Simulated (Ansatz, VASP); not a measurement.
**Ta: VASP beside Ansatz**

The input INCAR:

```
ALGO     = Fast           # electronic algorithm
EDIFF    = 1E-6           # SCF threshold, eV
ENCUT    = 520            # plane-wave cutoff, eV
GGA      = CA             # functional
ISIF     = 2              # what is computed and relaxed
ISMEAR   = 0              # smearing method
LASPH    = True           # aspherical terms in the spheres
LCHARG   = False          # write CHGCAR
LREAL    = False          # projectors in reciprocal space
LWAVE    = False          # write WAVECAR
NBANDS   = 18             # bands
NELM     = 80             # most SCF steps
PREC     = Accurate       # precision mode
SIGMA    = 0.15           # smearing width, eV
```

Contents of KPOINTS:

```
k-points
0
Gamma
  21 21 10
```

File POSCAR:

```
Ta
1.0
    2.6574958639      0.0000000000      0.0000000000
   -1.3287479319      2.3014589286      0.0000000000
    0.0000000000      0.0000000000      6.1537474765
Ta
2
Direct
    0.6666666667      0.3333333333      0.7500000000
    0.3333333333      0.6666666667      0.2500000000
```

Input for Ansatz:

```yaml
crystal:
  lattice:
    - [2.6574958639, 0.0, 0.0]
    - [-1.3287479319, 2.3014589286, 0.0]
    - [0.0, 0.0, 6.1537474765]
  atoms:
    - { symbol: Ta, position: [0.6666666667, 0.3333333333, 0.75] }
    - { symbol: Ta, position: [0.3333333333, 0.6666666667, 0.25] }
basis:
  ecutwfc: 420
kpoints:
  mp_grid: { grid: [21, 21, 10] }
hamiltonian:
  xc: lda
scf:
  occupations: { method: gaussian, width: 0.15 }
output:
  forces: true
  stress: true
  eigenvalues: true
```

Alike in both runs: task single point; functional LDA; k mesh 21 × 21 × 10; occupations gaussian, width 0.15 eV; no spin polarisation.

|  | VASP | Ansatz |
| --- | --- | --- |
| version | VASP 6.6.1 | Ansatz 0.2.0 |
| potentials or method | VASP PAW LDA potentials, release 64 (Ta_pv), cutoff 520 eV | scalar-relativistic, plane waves, PAW |
| valence electrons in the cell | 22 | 26 |

```csv
,VASP,Ansatz,Ansatz less VASP
gap on the k mesh at the Fermi level (eV),none,none,-
pressure (GPa),5.0,4.2,-0.83
"traceless stress, the component that is largest in VASP (GPa)",-38.10,-37.56,+0.543
```

LDA's correlation is that of Perdew and Zunger in VASP and of Perdew and Wang (1992) in Ansatz. A gap of «none» marks a metal or a gap that the smearing closes. VASP's potentials hold 22 valence electrons a cell and Ansatz's 26, so a difference there can come from the potentials and not from the codes.

Spin-orbit coupling is off throughout.
